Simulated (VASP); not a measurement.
# BaTiO3 (P4/mmm) in VASP: further runs, part 2 of 2

VASP 6.6.1. Earlier steps stand in the parts before.

**3. Single point, r2SCAN (strain +0.000 along x and y, -0.080 along z)**

Input file POSCAR:

```
BaTiO3
1.0
    3.9939696204      0.0000000000      0.0000000000
    0.0000000000      3.9939696204      0.0000000000
    0.0000000000      0.0000000000      3.6745755312
Ba Ti O
1 1 3
Direct
    0.0000000000      0.0000000000      0.0000000000
    0.5000000000      0.5000000000      0.5000000000
    0.5000000000      0.5000000000      0.0000000000
    0.5000000000      0.0000000000      0.5000000000
    0.0000000000      0.5000000000      0.5000000000
```

Input file INCAR.step1:

```
SYSTEM = BaTiO3
PREC = Accurate ; ENCUT = 520
ISMEAR = 0 ; SIGMA = 0.05
LREAL = .False. ; LASPH = .True.
NELM = 80 ; NBANDS = 28
GGA = PE ; ALGO = Normal
EDIFF = 1E-4 ; LWAVE = .True.
LCHARG = .False.
```

Input file INCAR.step2:

```
SYSTEM = BaTiO3
PREC = Accurate ; ENCUT = 520
EDIFF = 1E-6 ; ISMEAR = 0
SIGMA = 0.05 ; LREAL = .False.
LASPH = .True. ; NELM = 80
ALGO = Normal ; ISIF = 2
LWAVE = .False. ; LCHARG = .False.
METAGGA = R2SCAN ; LMIXTAU = .True.
NBANDS = 28 ; ISTART = 1
```

Input file KPOINTS:

```
Automatic mesh
0
Gamma
  8 8 8
  0 0 0
```

Potentials or basis: VASP PAW PBE potentials, release 64 (Ba_sv, Ti_sv, O).

The run is started by

```
> cat potpaw_PBE.64/Ba_sv/POTCAR potpaw_PBE.64/Ti_sv/POTCAR potpaw_PBE.64/O/POTCAR > POTCAR
> cp INCAR.step1 INCAR
> mpirun -np 1 vasp_std > vasp.out
> cp INCAR.step2 INCAR
> mpirun -np 1 vasp_std > vasp.out
```

OUTCAR:

```text
SYSTEM = BaTiO3
   PREC = Accurate
   ENCUT = 520
   EDIFF = 1E-6
   ISMEAR = 0
   LREAL = .False.
   LASPH = .True.
   NELM = 80
   ISIF = 2
   METAGGA = R2SCAN
   ISTART = 1

 ion  position               nearest neighbor table
   1  0.000  0.000  0.000-   4 2.71   5 2.71   4 2.71   5 2.71   5 2.71   5 2.71   4 2.71   4 2.71
                             3 2.82   3 2.82   3 2.82   3 2.82   2 3.37   2 3.37   2 3.37   2 3.37
   2  0.500  0.500  0.500-   3 1.84   3 1.84   5 2.00   4 2.00   4 2.00   5 2.00   1 3.37   1 3.37
                             1 3.37   1 3.37   1 3.37   1 3.37   1 3.37   1 3.37
   3  0.500  0.500  0.000-   2 1.84   2 1.84   1 2.82   1 2.82   1 2.82   1 2.82
   4  0.500  0.000  0.500-   2 2.00   2 2.00   1 2.71   1 2.71   1 2.71   1 2.71
   5  0.000  0.500  0.500-   2 2.00   2 2.00   1 2.71   1 2.71   1 2.71   1 2.71

  LATTYP: Found a simple tetragonal cell.
 ALAT       =     3.9939696204
 C/A-ratio  =     0.9200309167

  Lattice vectors:

 A1 = (   3.9939696204,   0.0000000000,   0.0000000000)
 A2 = (   0.0000000000,   3.9939696204,   0.0000000000)
 A3 = (   0.0000000000,   0.0000000000,   3.6745755312)

Analysis of symmetry for initial positions (statically):
=====================================================================
 Subroutine PRICEL returns:
 Original cell was already a primitive cell.

 Routine SETGRP: Setting up the symmetry group for a
 simple tetragonal supercell.

 Subroutine GETGRP returns: Found 16 space group operations
 (whereof 16 operations were pure point group operations)
 out of a pool of 16 trial point group operations.

The static configuration has the point symmetry D_4h.

Analysis of symmetry for dynamics (positions and initial velocities):
=====================================================================
 Subroutine PRICEL returns:
 Original cell was already a primitive cell.

[... 131 lines left out ...]
   IMIX   =      4    mixing-type and parameters
     AMIX     =   0.40;   BMIX     =  1.00
     AMIX_MAG =   1.60;   BMIX_MAG =  1.00
  volume/ion in A,a.u.               =      11.72        79.11
  Fermi-wavevector in a.u.,A,eV,Ry     =   1.441305  2.723672 28.264205  2.077360
  Thomas-Fermi vector in A             =   2.559952
   LORBIT       =      0    0 simple, 1 ext, 2 COOP (PROOUT), +10 PAW based schemes
   METAGGA = R2SCAN    functional components
   LHFCALC =     F    Hartree Fock is set to
   AEXX    =    0.0000 exact exchange contribution
   IVDW    =     0    specifies the selected vdW correction
   LEPSILON=     F    determine dielectric tensor
   LRPA    =     F    only Hartree local field effects (RPA)
 non-spin polarized calculation
 Gauss-broadening in eV      SIGMA  =   0.05
  energy-cutoff  :      520.00
  volume of cell :       58.62
 maximum number of plane-waves:      1600
 NGX is ok and might be reduce to    30
   NGX = 15   NGY = 15   NGZ = 13

 number of electron      39.9999981 magnetization

 Free energy of the ion-electron system (eV)
  ---------------------------------------------------
  ext. energy  EPLUGINS =         0.00000000
  ---------------------------------------------------
  free energy    TOTEN  =       -73.60874619 eV

  energy without entropy =      -73.60874619  energy(sigma->0) =      -73.60874619

 E-fermi :   4.6742     XC(G=0): -12.4335

 val. band max:        4.3761501393   @ k =   0.5000   0.5000   0.5000
 cond. band min:       6.4835364979   @ k =   0.0000   0.0000   0.0000
 fundamental gap:      2.1073863585
 Fermi energy:         4.6742036335

 k-point     1 :       0.0000    0.0000    0.0000
  band No.  band energies     occupation
      1     -54.1725      2.00000
      2     -29.4899      2.00000
      3     -29.3610      2.00000
      4     -29.3610      2.00000
      5     -21.0619      2.00000
      6     -14.1009      2.00000
[... 733 lines left out ...]
     27      13.4140      0.00000
     28      14.3390      0.00000

 [... further k-points ...]

------------------------ aborting loop because EDIFF is reached ----------------------------------------

  FORCE on cell =-STRESS in cart. coord.  units (eV):
  Direction    XX          YY          ZZ          XY          YZ          ZX
  --------------------------------------------------------------------------------------
  -------------------------------------------------------------------------------------
  Total        5.0625897      5.0625897     15.2457815      0.0000000     -0.0000000      0.0000000
  in kB      138.3778628    138.3778628    416.7192679      0.0000000     -0.0000000      0.0000000
  external PRESSURE =     231.1583312 kB  Pullay stress =       0.0000000 kB

 VOLUME and BASIS-vectors are now :
 -----------------------------------------------------------------------------
  energy-cutoff  :      520.00
  volume of cell :       58.62
      direct lattice vectors                 reciprocal lattice vectors
     3.993969620  0.000000000  0.000000000     0.250377468  0.000000000  0.000000000
     0.000000000  3.993969620  0.000000000     0.000000000  0.250377468  0.000000000
     0.000000000  0.000000000  3.674575531     0.000000000  0.000000000  0.272140276

 POSITION                                       TOTAL-FORCE (eV/Angst)
 -----------------------------------------------------------------------------------
      0.00000      0.00000      0.00000         0.000000      0.000000      0.000000
      1.99698      1.99698      1.83729         0.000000      0.000000      0.000000
      1.99698      1.99698      0.00000         0.000000      0.000000      0.000000
      1.99698      0.00000      1.83729         0.000000      0.000000      0.000000
      0.00000      1.99698      1.83729         0.000000      0.000000      0.000000
 -----------------------------------------------------------------------------------
    total drift:                                0.000000      0.000000     -0.000000

  FREE ENERGIE OF THE ION-ELECTRON SYSTEM (eV)
  ---------------------------------------------------
  free  energy   TOTEN  =       -73.6087461891 eV

  energy  without entropy=      -73.6087461891  energy(sigma->0) =      -73.60874619
```

OUTCAR.step1:

```text
SYSTEM = BaTiO3
   PREC = Accurate
   ENCUT = 520
   ISMEAR = 0
   LREAL = .False.
   LASPH = .True.
[... 980 lines left out ...]
      1.99698      1.99698      0.00000         0.000000      0.000000      0.000000
      1.99698      0.00000      1.83729         0.000000      0.000000      0.000000
      0.00000      1.99698      1.83729         0.000000      0.000000      0.000000
 -----------------------------------------------------------------------------------
    total drift:                                0.000000      0.000000     -0.000000

  FREE ENERGIE OF THE ION-ELECTRON SYSTEM (eV)
  ---------------------------------------------------
  free  energy   TOTEN  =       -39.2518583210 eV

  energy  without entropy=      -39.2518583210  energy(sigma->0) =      -39.25185832
```

Wall time 3.9 min (1 thread of Intel Xeon 6975P-C (Granite Rapids), shared host); peak memory 0.26 GiB.

What came out:

| Quantity | Value |
| --- | --- |
| Free energy | -73.6087 eV |
| Pressure | 23.1 GPa |
| Band gap on the k mesh | 2.11 eV, indirect (least direct gap 2.19 eV) |

Levels at points of the mesh, in eV from the valence-band top:
| k point | band 17 | band 18 | band 19 | band 20 | band 21 | band 22 | band 23 | band 24 |
| --- | --- | --- | --- | --- | --- | --- | --- | --- |
| (0.00, 0.00, 0.00) | -1.17 | -0.21 | -0.21 | -0.08 | 2.11 | 2.30 | 2.30 | 4.42 |
| (0.50, 0.00, 0.00) | -1.72 | -1.66 | -0.81 | -0.79 | 2.45 | 3.97 | 4.00 | 4.83 |
| (0.50, 0.50, 0.00) | -1.72 | -1.50 | -1.50 | -0.43 | 4.01 | 4.01 | 4.41 | 6.42 |
| (0.00, 0.00, 0.50) | -2.36 | -2.00 | -0.92 | -0.92 | 2.40 | 4.44 | 4.85 | 4.85 |
| (0.50, 0.00, 0.50) | -1.85 | -0.70 | -0.69 | -0.24 | 4.00 | 4.86 | 5.06 | 5.49 |
| (0.50, 0.50, 0.50) | -1.90 | -0.26 | 0.00 | 0.00 | 4.78 | 5.32 | 5.32 | 7.37 |

Caveat: the cell differs from its parent crystal (strain +0.000 along x and y, -0.080 along z); the PAW data sets were made with another functional, which shifts forces and pressure a little; spin-orbit coupling is left out, which moves the levels of the heavy elements.

**4. Single point, r2SCAN (strain -0.040 along x and y, +0.040 along z)**

POSCAR, as its differences from that of step 3:

```diff
@@ -2,5 +2,5 @@
 1.0
-    3.9939696204      0.0000000000      0.0000000000
-    0.0000000000      3.9939696204      0.0000000000
-    0.0000000000      0.0000000000      3.6745755312
+    3.8342108356      0.0000000000      0.0000000000
+    0.0000000000      3.8342108356      0.0000000000
+    0.0000000000      0.0000000000      4.1538679918
 Ba Ti O
```

Input file INCAR.step1:

```
ALGO = Normal
EDIFF = 1E-4
ENCUT = 520
GGA = PE
ISMEAR = 0
LASPH = True
LCHARG = False
LREAL = False
LWAVE = True
NBANDS = 28
NELM = 60
PREC = Accurate
SIGMA = 0.05
```

Input file INCAR.step2:

```
ALGO = Normal
EDIFF = 1E-7
ENCUT = 520
ISIF = 2
ISMEAR = 0
ISTART = 1
LASPH = True
LCHARG = True
LELF = True
LMIXTAU = True
LREAL = False
LVHAR = True
LWAVE = False
METAGGA = R2SCAN
NBANDS = 28
NELM = 60
PREC = Accurate
SIGMA = 0.05
```

Input file KPOINTS:

```
k-points
0
Gamma
  8 8 8
```

The run is started by

```
> cat potpaw_PBE.64/Ba_sv/POTCAR potpaw_PBE.64/Ti_sv/POTCAR potpaw_PBE.64/O/POTCAR > POTCAR
> cp INCAR.step1 INCAR
> mpirun -np 1 vasp_std > vasp.out
> cp INCAR.step2 INCAR
> mpirun -np 1 vasp_std > vasp.out
```

Wall time 5.1 min (1 thread of Intel Xeon 6975P-C (Granite Rapids), shared host); peak memory 0.27 GiB.

The run converged. Its results:

| Quantity | Value |
| --- | --- |
| Free energy | -73.9267 eV |
| Pressure | 12.6 GPa |
| Band gap on the k mesh | 2.08 eV, indirect (least direct gap 2.26 eV) |

Stress tensor (GPa, compression positive):
```
18.99  0.00  0.00
 0.00 18.99  0.00
 0.00  0.00 -0.13
```

Levels at points of the mesh, in eV from the valence-band top:
| k point | band 17 | band 18 | band 19 | band 20 | band 21 | band 22 | band 23 | band 24 |
| --- | --- | --- | --- | --- | --- | --- | --- | --- |
| (0.00, 0.00, 0.00) | -1.18 | -0.31 | -0.18 | -0.18 | 2.08 | 2.08 | 2.24 | 4.06 |
| (0.50, 0.00, 0.00) | -2.29 | -1.99 | -0.96 | -0.83 | 2.29 | 4.20 | 4.25 | 4.28 |
| (0.50, 0.50, 0.00) | -1.86 | -0.49 | -0.49 | -0.06 | 4.26 | 4.26 | 4.82 | 4.89 |
| (0.00, 0.00, 0.50) | -1.41 | -1.41 | -0.80 | -0.80 | 2.35 | 3.55 | 3.55 | 4.77 |
| (0.50, 0.00, 0.50) | -1.86 | -1.27 | -1.23 | -0.40 | 3.57 | 4.29 | 4.43 | 5.63 |
| (0.50, 0.50, 0.50) | -2.40 | -0.10 | -0.10 | 0.00 | 4.70 | 4.70 | 5.06 | 7.25 |

Caveat: the cell differs from its parent crystal (strain -0.040 along x and y, +0.040 along z); the PAW data sets were made with another functional, which shifts forces and pressure a little; spin-orbit coupling is left out, which moves the levels of the heavy elements. A k mesh can miss the band edges.

**5. Summary**

```tsv
cell	gap on the mesh (eV)	pressure (GPa)
a = 3.674, b = 3.674, c = 4.314 Å, 5 atoms	2.00	31.0
a = 3.994, b = 3.994, c = 3.675 Å, 5 atoms	2.11	23.1
a = 3.834, b = 3.834, c = 4.154 Å, 5 atoms	2.08	12.6
```

Alike in all rows: task single point; level r2SCAN; potentials or basis VASP PAW PBE potentials, release 64 (Ba_sv, Ti_sv, O); no spin polarisation; k mesh 8 × 8 × 8; cutoff (eV) 520; smearing gaussian 0.05 eV.

Caveats: the PAW data sets were made with another functional, which shifts forces and pressure a little; spin-orbit coupling is left out, which moves the levels of the heavy elements.

Absolute energies hang on the potentials; compare differences alone.
